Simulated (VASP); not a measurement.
# Au (I4/mmm) in VASP: further runs

Runs on Au. Level: PBE. Tasks: single point.

Everything below comes from runs of VASP 6.6.1. Logs are shortened: lines on timing, memory, paths and dates and some standing lists are left out, and cuts for length are marked.

## 1. The cell of the first run

Symmetry: I4/mmm, No. 139, tetragonal system. The conventional cell has a = 2.577 Å, b = 2.577 Å, c = 5.154 Å, α = 90.00°, β = 90.00°, γ = 90.00°. Within 3.4 Å of Au (site symmetry 4/mmm) lie 12 Au at 2.58 to 3.16 Å.

## 2. Single point, PBE

The input, INCAR:

```
ALGO = Fast
EDIFF = 1E-6
ENCUT = 520
GGA = PE
ISIF = 2
ISMEAR = 0
LASPH = True
LCHARG = True
LELF = True
LREAL = False
LVHAR = True
LWAVE = False
NBANDS = 12
NELM = 60
PREC = Accurate
SIGMA = 0.15
```

The input, KPOINTS:

```
k-points
0
Gamma
  22 22 22
```

The input, POSCAR:

```
Au
1.0
    0.0000000000      1.8224250682      2.5769090465
    1.8224250682      0.0000000000      2.5769090465
    1.8224250682      1.8224250682      0.0000000000
Au
1
Direct
    0.0000000000      0.0000000000      0.0000000000
```

Potentials or basis: VASP PAW PBE potentials, release 64 (Au).

Launch:

```bash
cat potpaw_PBE.64/Au/POTCAR > POTCAR
mpirun -np 1 vasp_std > vasp.out
```

OUTCAR:

```text
EDIFF = 1E-6
   ENCUT = 520
   GGA = PE
   ISIF = 2
   ISMEAR = 0
   LASPH = True
   LREAL = False
   NELM = 60
   PREC = Accurate

 ion  position               nearest neighbor table
   1  0.000  0.000  0.000-

  LATTYP: Found a body centered tetragonal cell.
 ALAT       =     2.5772982479
 C/A-ratio  =     1.9996979772

  Lattice vectors:

 A1 = (  -1.8224250682,   0.0000000000,   2.5769090465)
 A2 = (   1.8224250682,   0.0000000000,   2.5769090465)
 A3 = (   0.0000000000,   1.8224250682,  -2.5769090465)

Analysis of symmetry for initial positions (statically):
=====================================================================
 Subroutine PRICEL returns:
 Original cell was already a primitive cell.

 Routine SETGRP: Setting up the symmetry group for a
 body centered tetragonal supercell.

 Subroutine GETGRP returns: Found 16 space group operations
 (whereof 16 operations were pure point group operations)
 out of a pool of 16 trial point group operations.

The static configuration has the point symmetry D_4h.

Analysis of symmetry for dynamics (positions and initial velocities):
=====================================================================
 Subroutine PRICEL returns:
 Original cell was already a primitive cell.

 Routine SETGRP: Setting up the symmetry group for a
 body centered tetragonal supercell.

 Subroutine GETGRP returns: Found 16 space group operations
 (whereof 16 operations were pure point group operations)
 out of a pool of 16 trial point group operations.

The dynamic configuration has the point symmetry D_4h.

 Subroutine INISYM returns: Found 16 space group operations
 (whereof 16 operations are pure point group operations),
 and found     1 'primitive' translations

----------------------------------------------------------------------------------------

                                     Primitive cell

  volume of cell :      17.1170

  direct lattice vectors                    reciprocal lattice vectors
     0.000000000  1.822425068  2.576909046    -0.274359703  0.274359703  0.194030907
     1.822425068  0.000000000  2.576909046     0.274359703 -0.274359703  0.194030907
     1.822425068  1.822425068  0.000000000     0.274359703  0.274359703 -0.194030907

  length of vectors
     3.156215038  3.156215038  2.577298248     0.433813884  0.433813884  0.433813884

  position of ions in fractional coordinates (direct lattice)
     0.000000000  0.000000000  0.000000000

  ion indices of the primitive-cell ions
   primitive index   ion index
                 1           1

----------------------------------------------------------------------------------------

 KPOINTS: k-points

Automatic generation of k-mesh.
 Grid dimensions read from file:
 generate k-points for:   22   22   22

 Generating k-lattice:

  Cartesian coordinates                     Fractional coordinates (reciprocal lattice)
    -0.012470896  0.012470896  0.008819587     0.045454545  0.000000000  0.000000000
     0.012470896 -0.012470896  0.008819587     0.000000000  0.045454545  0.000000000
     0.012470896  0.012470896 -0.008819587    -0.000000000 -0.000000000  0.045454545

  Length of vectors
     0.019718813  0.019718813  0.019718813

  Shift w.r.t. Gamma in fractional coordinates (k-lattice)
     0.000000000  0.000000000  0.000000000

 Subroutine IBZKPT returns following result:
 ===========================================

 Found    834 irreducible k-points:

 Following reciprocal coordinates:
            Coordinates               Weight
  0.000000  0.000000  0.000000      1.000000
  0.045455  0.000000  0.000000      8.000000
  0.090909  0.000000  0.000000      8.000000
  0.136364  0.000000  0.000000      8.000000
  0.181818  0.000000  0.000000      8.000000
  0.227273  0.000000  0.000000      8.000000
[... 16 lines left out ...]
  0.500000  0.045455  0.000000      8.000000
 -0.454545  0.045455  0.000000      8.000000
 [... further k-points ...]
   k-points           NKPTS =    834   k-points in BZ     NKDIM =    834   number of bands    NBANDS=     12
   number of dos      NEDOS =    301   number of ions     NIONS =      1
   total plane-waves  NPLWV =  11520
   dimension x,y,z NGX =    24 NGY =   24 NGZ =   20
   dimension x,y,z NGXF=    48 NGYF=   48 NGZF=   40
   ions per type =               1
   NGX,Y,Z   is equivalent  to a cutoff of  12.64, 12.64, 12.90 a.u.
   NGXF,Y,Z  is equivalent  to a cutoff of  25.28, 25.28, 25.80 a.u.
 SYSTEM =  unknown system
   PREC   = accura    normal or accurate (medium, high low for compatibility)
   ISTART =      0    job   : 0-new  1-cont  2-samecut
   ICHARG =      2    charge: 1-file 2-atom 10-const
   ISPIN  =      1    spin polarized calculation?
   LNONCOLLINEAR =      F non collinear calculations
   LSORBIT =      F    spin-orbit coupling
   LASPH  =      T    aspherical Exc in radial PAW
   ENCUT  =  520.0 eV  38.22 Ry    6.18 a.u.   5.87  5.87  4.79*2*pi/ulx,y,z
   NELM   =     60;   NELMIN=  2; NELMDL= -5     # of ELM steps
   EDIFF  = 0.1E-05   stopping-criterion for ELM
   LREAL  =      F    real-space projection
   EDIFFG = 0.1E-04   stopping-criterion for IOM
   NSW    =      0    number of steps for IOM
   IBRION =     -1    ionic relax: 0-MD 1-quasi-New 2-CG
   NFREE  =      0    steps in history (QN), initial steepest desc. (CG)
   ISIF   =      2    stress and relaxation
   ISYM   =      2    0-nonsym 1-usesym 2-fastsym
   POTIM  = 0.5000    time-step for ionic-motion
   TEBEG  =    0.0;   TEEND  =   0.0 temperature during run
   PSTRESS=    0.0 pullay stress
   NELECT =      11.0000    total number of electrons
   NUPDOWN=      -1.0000    fix difference up-down
   EMIN   =  10.00;   EMAX   =-10.00  energy-range for DOS
   EFERMI =   0.00;   METHOD = LEGACY
   ISMEAR =     0;   SIGMA  =   0.15  broadening in eV -4-tet -1-fermi 0-gaus
   EFERMI_NEDOS =   21; number of points for ismear=-14 and -15
   IALGO  =     68    algorithm
   IMIX   =      4    mixing-type and parameters
     AMIX     =   0.40;   BMIX     =  1.00
     AMIX_MAG =   1.60;   BMIX_MAG =  1.00
  volume/ion in A,a.u.               =      17.12       115.51
  Fermi-wavevector in a.u.,A,eV,Ry     =   1.412742  2.669696 27.155058  1.995840
  Thomas-Fermi vector in A             =   2.534459
   LORBIT       =      0    0 simple, 1 ext, 2 COOP (PROOUT), +10 PAW based schemes
   GGA     = PE    functional components
   LHFCALC =     F    Hartree Fock is set to
   AEXX    =    0.0000 exact exchange contribution
   IVDW    =     0    specifies the selected vdW correction
   LEPSILON=     F    determine dielectric tensor
   LRPA    =     F    only Hartree local field effects (RPA)
 non-spin polarized calculation
 RMM-DIIS sequential band-by-band and
 Gauss-broadening in eV      SIGMA  =   0.15
  energy-cutoff  :      520.00
  volume of cell :       17.12
 maximum number of plane-waves:       482
   NGX = 11   NGY = 11   NGZ =  9

 number of electron      11.0000001 magnetization

 Free energy of the ion-electron system (eV)
  ---------------------------------------------------
  ext. energy  EPLUGINS =         0.00000000
  ---------------------------------------------------
  free energy    TOTEN  =        -2.85189630 eV

  energy without entropy =       -2.84800425  energy(sigma->0) =       -2.84995028

 E-fermi :   9.2770     XC(G=0): -12.6383

 val. band max:        9.2656354754   @ k =  -0.4091   0.3636   0.2273
 cond. band min:       9.2796050637   @ k =   0.4091  -0.0000   0.2727
 fundamental gap:      0.0139695883
 Fermi energy:         9.2769831823

 k-point     1 :       0.0000    0.0000    0.0000
  band No.  band energies     occupation
      1      -0.4295      2.00000
      2       2.5541      2.00000
      3       4.1082      2.00000
      4       6.1638      2.00000
      5       6.1638      2.00000
      6       7.7359      2.00000
      7      23.0572      0.00000
      8      25.5799      0.00000
      9      29.7399      0.00000
     10      29.7399      0.00000
     11      31.7703      0.00000
     12      32.3915      0.00000

 k-point     2 :       0.0455    0.0000    0.0000
  band No.  band energies     occupation
      1      -0.3521      2.00000
      2       2.5939      2.00000
      3       4.1315      2.00000
      4       6.1066      2.00000
      5       6.1813      2.00000
      6       7.6920      2.00000
      7      23.1174      0.00000
      8      25.6350      0.00000
      9      29.1687      0.00000
     10      29.8517      0.00000
     11      31.0842      0.00000
     12      32.8909      0.00000

 k-point     3 :       0.0909    0.0000    0.0000
  band No.  band energies     occupation
      1      -0.1257      2.00000
      2       2.7108      2.00000
      3       4.2003      2.00000
      4       5.9514      2.00000
      5       6.2320      2.00000
      6       7.5666      2.00000
      7      23.2590      0.00000
      8      25.7343      0.00000
      9      27.9468      0.00000
     10      29.9798      0.00000
     11      30.1702      0.00000
     12      33.6607      0.00000
[... 286 lines left out ...]
 k-point    23 :       0.5000    0.0455    0.0000
  band No.  band energies     occupation
      1       2.2029      2.00000
      2       3.2944      2.00000
      3       5.8085      2.00000
      4       7.1804      2.00000
      5       7.2286      2.00000
      6       8.7456      2.00000
      7      13.6211      0.00000
      8      19.5279      0.00000
      9      27.7759      0.00000
     10      29.2157      0.00000
     11      31.1180      0.00000
     12      35.5459      0.00000

 k-point    24 :      -0.4545    0.0455    0.0000
  band No.  band energies     occupation
      1       2.2174      2.00000
      2       3.2972      2.00000
      3       5.7799      2.00000
      4       7.0190      2.00000
      5       7.2134      2.00000
      6       9.1047      1.89579
      7      13.4844      0.00000
      8      19.5751      0.00000
      9      27.7686      0.00000
     10      29.0459      0.00000
     11      31.3342      0.00000
     12      34.8829      0.00000

 [... further k-points ...]

------------------------ aborting loop because EDIFF is reached ----------------------------------------

  FORCE on cell =-STRESS in cart. coord.  units (eV):
  Direction    XX          YY          ZZ          XY          YZ          ZX
  --------------------------------------------------------------------------------------
  -------------------------------------------------------------------------------------
  Total        3.7288848      3.7288848     -0.3784828      0.0000000      0.0000000     -0.0000000
  in kB      349.0286674    349.0286674    -35.4265071      0.0000000      0.0000000     -0.0000000
  external PRESSURE =     220.8769426 kB  Pullay stress =       0.0000000 kB

 VOLUME and BASIS-vectors are now :
 -----------------------------------------------------------------------------
  energy-cutoff  :      520.00
  volume of cell :       17.12
      direct lattice vectors                 reciprocal lattice vectors
     0.000000000  1.822425068  2.576909046    -0.274359703  0.274359703  0.194030907
     1.822425068  0.000000000  2.576909046     0.274359703 -0.274359703  0.194030907
     1.822425068  1.822425068  0.000000000     0.274359703  0.274359703 -0.194030907

 POSITION                                       TOTAL-FORCE (eV/Angst)
 -----------------------------------------------------------------------------------
      0.00000      0.00000      0.00000         0.000000      0.000000      0.000000
 -----------------------------------------------------------------------------------
    total drift:                                0.000000      0.000000     -0.000000

  FREE ENERGIE OF THE ION-ELECTRON SYSTEM (eV)
  ---------------------------------------------------
  free  energy   TOTEN  =        -2.8518963030 eV

  energy  without entropy=       -2.8480042538  energy(sigma->0) =       -2.84995028
```

Wall time 51 s (1 thread of Intel Xeon 6975P-C (Granite Rapids), shared host); peak memory 0.28 GiB.

What came out:

* Free energy: -2.8519 eV
* Pressure: 22.1 GPa
* Band gap on the k mesh: zero (an odd number of electrons rules out a gap without spin polarisation)

Stress tensor (GPa, compression positive):
```
34.90  0.00  0.00
 0.00 34.90  0.00
 0.00  0.00 -3.54
```

Levels at points of the mesh, in eV from the Fermi level:
```
           k point  band 2  band 3  band 4  band 5  band 6  band 7  band 8  band 9  band 10  band 11
(0.00, 0.00, 0.00)   -6.72   -5.17   -3.11   -3.11   -1.54   13.78   16.30   20.46    20.46    22.49
(0.50, 0.00, 0.00)   -5.98   -3.50   -2.05   -1.96   -0.46    4.15   10.44   18.74    19.36    21.97
(0.50, 0.50, 0.00)   -7.25   -1.77   -1.77   -1.60   -1.36    1.23   14.69   14.69    21.29    23.15
(0.50, 0.00, 0.50)   -6.10   -3.31   -2.43    0.10    3.58    9.20    9.22    9.39    17.56    18.36
```

Caveat: the stress differs along the axes, from -4 to 35 GPa; spin-orbit coupling is left out, which moves the levels of the heavy elements.

## 3. Single point, PBE

This run uses another cell than the first one, of the same volume but with other edges.

The input, INCAR:

```
SYSTEM = Au
PREC = Accurate
ENCUT = 520
EDIFF = 1E-7
ISMEAR = 0
SIGMA = 0.15
LREAL = .False.
LASPH = .True.
NELM = 80
ALGO = Fast
ISIF = 2
LWAVE = .False.
LCHARG = .True.
GGA = PE
LELF = .True.
LVHAR = .True.
NBANDS = 12
```

The input, KPOINTS:

```
regular mesh
0
Gamma
  22 22 22
  0 0 0
```

The input, POSCAR:

```
Au
1.0
    0.0000000000      2.1593672412      1.8354621550
    2.1593672412      0.0000000000      1.8354621550
    2.1593672412      2.1593672412      0.0000000000
Au
1
Direct
    0.0000000000      0.0000000000      0.0000000000
```

Potentials or basis: VASP PAW PBE potentials, release 64 (Au).

Launch:

```bash
cat potpaw_PBE.64/Au/POTCAR > POTCAR
mpirun -np 1 vasp_std > vasp.out
```

Wall time 67 s (1 thread of Intel Xeon 6975P-C (Granite Rapids), shared host); peak memory 0.28 GiB.

Results (log left out):

```
Free energy            : -3.1899 eV
Pressure               : 7.9 GPa
Band gap on the k mesh : zero (an odd number of electrons rules out a gap without spin polarisation)
```

Stress tensor (GPa, compression positive):
```
7.56 0.00 0.00
0.00 7.56 0.00
0.00 0.00 8.70
```

Levels at points of the mesh, in eV from the Fermi level:
| k point | band 2 | band 3 | band 4 | band 5 | band 6 | band 7 | band 8 | band 9 | band 10 | band 11 |
| --- | --- | --- | --- | --- | --- | --- | --- | --- | --- | --- |
| (0.00, 0.00, 0.00) | -5.02 | -5.02 | -4.01 | -3.80 | -2.71 | 14.92 | 17.54 | 17.54 | 20.64 | 23.86 |
| (0.50, 0.00, 0.00) | -5.40 | -4.01 | -2.42 | -1.67 | -0.90 | 3.14 | 13.31 | 15.43 | 19.80 | 23.34 |
| (0.50, 0.50, 0.00) | -6.77 | -2.02 | -1.69 | -1.69 | 3.13 | 8.14 | 8.14 | 8.18 | 15.71 | 17.95 |
| (0.50, 0.00, 0.50) | -6.60 | -2.30 | -2.25 | -1.37 | 0.15 | 4.59 | 10.89 | 11.43 | 18.59 | 20.68 |

Caveat: the cell stands under pressure; spin-orbit coupling is left out, which moves the levels of the heavy elements.

## 4. Single point, PBE

This run uses another cell than the first one, of the same volume but with other edges.

Edit INCAR of step 3 so:

```diff
@@ -3,3 +3,3 @@
 ENCUT = 520
-EDIFF = 1E-7
+EDIFF = 1E-6
 ISMEAR = 0
@@ -8,3 +8,3 @@
 LASPH = .True.
-NELM = 80
+NELM = 100
 ALGO = Fast
```

KPOINTS is that of step 3.

The input, POSCAR:

```
Au
1.0
    0.0000000000      1.9248891971      2.3098670365
    1.9248891971      0.0000000000      2.3098670365
    1.9248891971      1.9248891971      0.0000000000
Au
1
Direct
    0.0000000000      0.0000000000      0.0000000000
```

Launch:

```bash
cat potpaw_PBE.64/Au/POTCAR > POTCAR
mpirun -np 1 vasp_std > vasp.out
```

Wall time 46 s (1 thread of Intel Xeon 6975P-C (Granite Rapids), shared host); peak memory 0.28 GiB.

Results (log left out):

```yaml
Free_energy: -3.1394 eV
Pressure: 10.3 GPa
Band_gap_on_the_k_mesh: zero (an odd number of electrons rules out a gap without spin polarisation)
```

Stress tensor (GPa, compression positive):
```
14.55  0.00  0.00
 0.00 14.55  0.00
 0.00  0.00  1.86
```

Levels at points of the mesh, in eV from the Fermi level:
| k point | band 3 | band 4 | band 5 | band 6 | band 7 | band 8 | band 9 | band 10 |
| --- | --- | --- | --- | --- | --- | --- | --- | --- |
| (0.00, 0.00, 0.00) | -4.23 | -3.97 | -3.97 | -2.32 | 15.03 | 16.47 | 19.51 | 19.51 |
| (0.50, 0.00, 0.00) | -3.98 | -2.24 | -1.78 | -0.82 | 3.31 | 12.44 | 17.14 | 19.37 |
| (0.50, 0.50, 0.00) | -1.83 | -1.78 | -1.78 | -0.68 | 3.13 | 12.29 | 12.29 | 19.20 |
| (0.50, 0.00, 0.50) | -2.46 | -2.26 | -0.87 | 2.21 | 7.40 | 9.17 | 9.34 | 16.89 |

Caveat: the stress differs along the axes, from 2 to 15 GPa; spin-orbit coupling is left out, which moves the levels of the heavy elements.

## 5. Overview

| cell | further INCAR settings | gap on the mesh (eV) | pressure (GPa) |
| --- | --- | --- | --- |
| a = 3.156, b = 3.156, c = 2.577 Å, angles 65.9, 65.9, 48.2°, 1 atom | ALGO = Fast; EDIFF = 1e-06; NBANDS = 12 | none | 22.1 |
| a = 2.834, b = 2.834, c = 3.054 Å, angles 57.4, 57.4, 65.2°, 1 atom | ALGO = Fast; EDIFF = 1e-07; NBANDS = 12 | none | 7.9 |
| a = 3.007, b = 3.007, c = 2.722 Å, angles 63.1, 63.1, 53.8°, 1 atom | ALGO = Fast; EDIFF = 1e-06; NBANDS = 12 | none | 10.3 |

Alike in all rows: task single point; level PBE; potentials or basis VASP PAW PBE potentials, release 64 (Au); no spin polarisation; k mesh 22 × 22 × 22; cutoff (eV) 520; smearing gaussian 0.15 eV.

Caveats: spin-orbit coupling is left out, which moves the levels of the heavy elements; the stress differs along the axes, from -4 to 35 GPa (at least some runs); the cell stands under pressure (at least some runs); the stress differs along the axes, from 2 to 15 GPa (at least some runs).

Absolute energies hang on the potentials; compare differences alone.

The gap in the log of VASP goes by the Fermi energy; the results here count the filled bands.